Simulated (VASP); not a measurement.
Set up this calculation in VASP 6.6.1, as the native input.

```
Task                   : relaxation of the atoms
Functional             : PBE
Potentials or basis    : VASP PAW PBE potentials, release 64 (Al)
Cutoff                 : 520 eV
k mesh                 : 3 × 3 × 3
Occupations            : gaussian, width 0.1 eV
Spin                   : no spin polarisation
Dipole correction      : no
Further INCAR settings : LREAL = Auto; ALGO = Normal; EDIFF = 1e-06; IBRION = 2; EDIFFG = -0.02; NSW = 80
```

The structure of Al (a cell with a defect) lies in POSCAR:

```
Al
1.0
    0.0000000000      6.0621852160     -6.0621852160
    6.0621852160      6.0621852160      0.0000000000
    6.0621852160      0.0000000000     -6.0621852160
Al
26
Direct
    0.6666666667      0.3333333333      0.6666666667
    0.6666666667      0.6666666667      0.6666666667
    0.3333333333      1.0000000000      0.6666666667
    0.3333333333      0.3333333333      0.6666666667
    0.3333333333      0.6666666667      0.6666666667
    0.0000000000      0.0000000000      0.6666666667
    0.0000000000      0.3333333333      0.6666666667
    0.0000000000      0.6666666667      0.6666666667
    0.6666666667      1.0000000000      0.3333333333
    0.6666666667      0.3333333333      0.3333333333
    0.6666666667      0.6666666667      0.3333333333
    0.3333333333      0.0000000000      0.3333333333
    0.3333333333      0.3333333333      0.3333333333
    0.3333333333      0.6666666667      0.3333333333
    0.0000000000      0.0000000000      0.3333333333
    0.0000000000      0.3333333333      0.3333333333
    0.0000000000      0.6666666667      0.3333333333
    0.6666666667      0.0000000000      0.0000000000
    0.6666666667      0.3333333333      0.0000000000
    0.6666666667      0.6666666667      0.0000000000
    0.3333333333      0.0000000000      0.0000000000
    0.3333333333      0.3333333333      0.0000000000
    0.3333333333      0.6666666667      0.0000000000
    0.0000000000      0.0000000000      0.0000000000
    0.0000000000      0.3333333333      0.0000000000
    0.0000000000      0.6666666667      0.0000000000
```

This cell differs from its parent crystal: atoms taken out.

The input as run:

INCAR

```
  PREC = Accurate
  ENCUT = 520
  EDIFF = 1E-6
  ISMEAR = 0
  SIGMA = 0.1
  LREAL = Auto
  LASPH = T
  NELM = 100
  ALGO = Normal
  ISIF = 2
  LWAVE = F
  LCHARG = F
  GGA = PE
  IBRION = 2
  NSW = 80
  EDIFFG = -0.02
```

KPOINTS

```
Automatic mesh
0
Gamma
  3 3 3
```

Potentials or basis: VASP PAW PBE potentials, release 64 (Al).

Launch:

```bash
$ cat potpaw_PBE.64/Al/POTCAR > POTCAR
$ mpirun -np 1 vasp_std > vasp.out
```

Results of the run:

```
Energy gained by relaxing    : 3.5 meV/atom
Ionic steps                  : 6
Pressure after relaxing      : -0.7 GPa
Largest force after relaxing : 0.004 eV/Å
Band gap on the k mesh       : zero (bands 39 and 40 overlap by 0.50 eV)
```

Caveat: the cell differs from its parent crystal (atoms taken out).

Wall time 7.6 min on 1 thread of Intel(R) Xeon(R) Platinum 8375C CPU @ 2.90GHz (Ice Lake), on a shared host, peak memory 0.57 GiB.
